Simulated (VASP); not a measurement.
# Al30Si (a cell with a defect) in VASP: a series of runs, part 2 of 3

VASP 6.6.1.

### 3 Single point, PBE+D3(BJ)

INCAR reads:

```
ALGO     = Normal         # electronic algorithm
EDIFF    = 1E-6           # SCF threshold, eV
ENCUT    = 520            # plane-wave cutoff, eV
GGA      = PE             # functional
ISIF     = 2              # what is computed and relaxed
ISMEAR   = 0              # smearing method
IVDW     = 12             # dispersion correction
LASPH    = True           # aspherical terms in the spheres
LCHARG   = False          # write CHGCAR
LREAL    = Auto         
LWAVE    = False          # write WAVECAR
NBANDS   = 68             # bands
NELM     = 60             # most SCF steps
PREC     = Accurate       # precision mode
SIGMA    = 0.1            # smearing width, eV
```

KPOINTS reads:

```
k-points
0
Gamma
  3 3 3
```

POSCAR reads:

```
Al30Si
1.0
    8.1000000000      0.0000000000      0.0000000000
    0.0000000000      8.1000000000      0.0000000000
    0.0000000000      0.0000000000      8.1000000000
Si Al
1 30
Direct
    0.7149165432      0.0005722222     -0.2064659259
    0.7495550617      0.2539787654      0.0043353086
    0.7476537037     -0.0002108642      0.2483445679
   -0.0034648148     -0.0003097531     -0.0038574074
    0.2521617284      0.2472849383     -0.0006166667
    0.4993527160      0.4999214815     -0.0006523457
    0.7494949383      0.7462783951      0.0038471605
    0.2523170370     -0.0004433333      0.2479013580
    0.4995413580      0.2480669136      0.2471527160
    0.7517522222      0.4999456790      0.2561391358
    0.5041469136     -0.0003228395      0.5032259259
    0.7512739506      0.2455879012      0.5043508642
    0.0036298765      0.4998281481     -0.0007372840
    0.2523071605      0.7522401235     -0.0006490123
    0.0008480247      0.2503756790      0.2491029630
    0.2514501235      0.4996051852      0.2475774074
    0.4995877778      0.7514432099      0.2470585185
   -0.0027469136     -0.0004953086      0.5020675309
    0.2507533333      0.2508811111      0.4990674074
    0.4997116049      0.4997314815      0.4975161728
    0.7514102469      0.7538193827      0.5042798765
    0.2498719753     -0.0002660494      0.7509956790
    0.4976761728      0.2497254321      0.7510517284
    0.7502224691      0.4998801235      0.7488628395
    0.0008958025      0.7489262963      0.2488756790
    0.0005901235      0.4995220988      0.4993779012
    0.2508924691      0.7483037037      0.4988754321
   -0.0049964198      0.2459953086      0.7479381481
    0.2460871605      0.4998493827      0.7473706173
    0.4980722222      0.7504797531      0.7510256790
   -0.0047787654      0.7533222222      0.7477950617
```

Potentials or basis: VASP PAW PBE potentials, release 64 (Si, Al).

Started as:

```bash
cat potpaw_PBE.64/Si/POTCAR potpaw_PBE.64/Al/POTCAR > POTCAR
mpirun -np 1 vasp_std > vasp.out
```

OUTCAR:

```text
EDIFF = 1E-6
   ENCUT = 520
   GGA = PE
   ISIF = 2
   ISMEAR = 0
   IVDW = 12
   LASPH = True
   LREAL = Auto
   NELM = 60
   PREC = Accurate
 IVDW          = 12

 ion  position               nearest neighbor table
   1  0.715  0.001  0.794-   2 2.68   7 2.69  23 2.70  30 2.70   4 2.81  11 2.91  28 3.04  31 3.05
                            12 3.08  21 3.09
   2  0.750  0.254  0.004-   1 2.68   9 2.82  15 2.84   6 2.84  10 2.85   3 2.85  13 2.86   4 2.87
                            24 2.87  28 2.88  23 2.89
   3  0.748  1.000  0.248-   9 2.84  17 2.84   7 2.85   2 2.85  11 2.86   4 2.87  12 2.87  21 2.88
                            18 2.88  15 2.89  25 2.89
   4  0.997  1.000  0.996-   1 2.81  28 2.83  31 2.83  22 2.86   7 2.87   3 2.87   2 2.87   5 2.88
                            14 2.88  25 2.88  15 2.88   8 2.91
   5  0.252  0.247  0.999-  23 2.83   9 2.84  22 2.84   8 2.84   6 2.86  16 2.87  15 2.87  13 2.87
                             4 2.88  29 2.89  28 2.91
   6  0.499  0.500  0.999-  16 2.84   2 2.84   7 2.84  23 2.86  30 2.86  17 2.86  14 2.86   9 2.86
                             5 2.86  24 2.87  29 2.89  10 2.92
   7  0.749  0.746  0.004-   1 2.69  17 2.82  25 2.84   6 2.84   3 2.85  10 2.86   4 2.87  13 2.87
[... 291 lines left out ...]
      3      -1.2349      2.00000
      4      -1.1740      2.00000
      5      -1.1726      2.00000
      6      -1.1370      2.00000
[... 857 lines left out ...]
     58       9.3845      0.00000
     59       9.4780      0.00000
 [bands above 59 left out]

------------------------ aborting loop because EDIFF is reached ----------------------------------------

 Edisp (eV)  -10.05932

 E8    (eV) :    -4.4846

  FORCE on cell =-STRESS in cart. coord.  units (eV):
  Direction    XX          YY          ZZ          XY          YZ          ZX
  --------------------------------------------------------------------------------------
  -------------------------------------------------------------------------------------
  Total     -15.16109   -15.72109   -15.19179    -0.01724     0.01244     0.71781
  in kB     -45.70735   -47.39562   -45.79988    -0.05197     0.03749     2.16404
  external pressure =      -46.30 kB  Pullay stress =        0.00 kB

 VOLUME and BASIS-vectors are now :
 -----------------------------------------------------------------------------
  energy-cutoff  :      520.00
  volume of cell :      531.44
      direct lattice vectors                 reciprocal lattice vectors
     8.100000000  0.000000000  0.000000000     0.123456790  0.000000000  0.000000000
     0.000000000  8.100000000  0.000000000     0.000000000  0.123456790  0.000000000
     0.000000000  0.000000000  8.100000000     0.000000000  0.000000000  0.123456790

 POSITION                                       TOTAL-FORCE (eV/Angst)
 -----------------------------------------------------------------------------------
      5.79082      0.00463      6.42763         0.350577     -0.005060     -0.427524
      6.07140      2.05723      0.03512        -0.049634     -0.067611     -0.019724
      6.05599      8.09829      2.01159        -0.004812      0.000347      0.035793
      8.07194      8.09749      8.06876         0.005003      0.002239      0.033045
      2.04251      2.00301      8.09500        -0.016460     -0.008815      0.006146
      4.04476      4.04936      8.09472        -0.017588     -0.000351      0.020177
[... 23 lines left out ...]
      4.03438      6.07889      6.08331        -0.003971      0.026251      0.047393
      8.06129      6.10191      6.05714        -0.003346      0.004092      0.020786
 -----------------------------------------------------------------------------------
    total drift:                                0.011304     -0.008741     -0.040029

  FREE ENERGIE OF THE ION-ELECTRON SYSTEM (eV)
  ---------------------------------------------------
  free  energy   TOTEN  =      -127.2451906556 eV

  energy  without entropy=     -127.1970635310  energy(sigma->0) =     -127.22112709
```

OSZICAR:

```text
N       E                     dE             d eps       ncg     rms          rms(c)
DAV:   1     0.129398438634E+03    0.12940E+03   -0.32760E+04  1904   0.111E+03
DAV:   2    -0.103990728303E+03   -0.23339E+03   -0.21850E+03  2268   0.144E+02
DAV:   3    -0.117723286674E+03   -0.13733E+02   -0.13076E+02  2360   0.283E+01
DAV:   4    -0.118049368688E+03   -0.32608E+00   -0.32298E+00  2348   0.471E+00
DAV:   5    -0.118056105984E+03   -0.67373E-02   -0.67260E-02  2312   0.787E-01    0.739E+00
DAV:   6    -0.117474388426E+03    0.58172E+00   -0.56508E-01  2328   0.199E+00    0.441E+00
DAV:   7    -0.117219789766E+03    0.25460E+00   -0.23857E-01  2208   0.138E+00    0.118E+00
DAV:   8    -0.117188428915E+03    0.31361E-01   -0.31834E-02  2304   0.502E-01    0.474E-01
DAV:   9    -0.117186139857E+03    0.22891E-02   -0.36269E-03  2240   0.164E-01    0.282E-01
DAV:  10    -0.117185898133E+03    0.24172E-03   -0.64400E-04  2272   0.692E-02    0.792E-02
DAV:  11    -0.117185872108E+03    0.26025E-04   -0.11145E-04  2272   0.281E-02    0.253E-02
DAV:  12    -0.117185870359E+03    0.17483E-05   -0.17941E-05  2392   0.107E-02    0.913E-03
DAV:  13    -0.117185869623E+03    0.73586E-06   -0.15438E-06  1472   0.373E-03
   1 F= -.12724519E+03 E0= -.12722113E+03  d E =-.481271E-01
```

It took 4.4 min on 1 thread of Intel Xeon 6975P-C (Granite Rapids), shared host; peak memory 0.64 GiB.

What came out:

* Free energy: -127.2452 eV
* Pressure: -4.6 GPa
* Largest force: 0.553 eV/Å
* Band gap on the k mesh: zero (bands 47 and 48 overlap by 0.38 eV)
* Dispersion energy per atom: -0.324 eV

Forces in eV/Å, atoms in the order of the input:
```
Si   0.351 -0.005 -0.428
Al  -0.050 -0.068 -0.020
Al  -0.005  0.000  0.036
Al   0.005  0.002  0.033
Al  -0.016 -0.009  0.006
Al  -0.018  0.000  0.020
Al  -0.046  0.061 -0.014
Al  -0.009  0.006  0.014
Al   0.000 -0.007  0.021
Al  -0.007 -0.001 -0.008
Al  -0.031  0.003  0.009
Al  -0.013 -0.003  0.013
Al  -0.038 -0.002  0.010
Al  -0.016  0.009  0.004
Al  -0.012  0.010  0.008
Al  -0.002  0.002  0.009
Al   0.001  0.006  0.022
Al  -0.007  0.004  0.008
Al  -0.005  0.002  0.013
Al   0.001  0.001  0.026
Al  -0.014  0.005  0.011
Al  -0.025 -0.001  0.008
Al   0.001 -0.032  0.048
Al   0.000 -0.002  0.004
Al  -0.013 -0.010  0.011
Al  -0.007 -0.001  0.009
Al  -0.007  0.001  0.016
Al  -0.002 -0.002  0.021
Al  -0.009  0.001  0.020
Al  -0.004  0.026  0.047
Al  -0.003  0.004  0.021
```

Levels at points of the mesh, in eV from the Fermi level:
```csv
k point,band 43,band 44,band 45,band 46,band 47,band 48,band 49,band 50,band 51,band 52
"(0.00, 0.00, 0.00)",-0.43,-0.35,-0.34,0.26,0.35,0.43,0.46,0.48,0.53,0.53
```

(Part 2 of 3 ends here.)
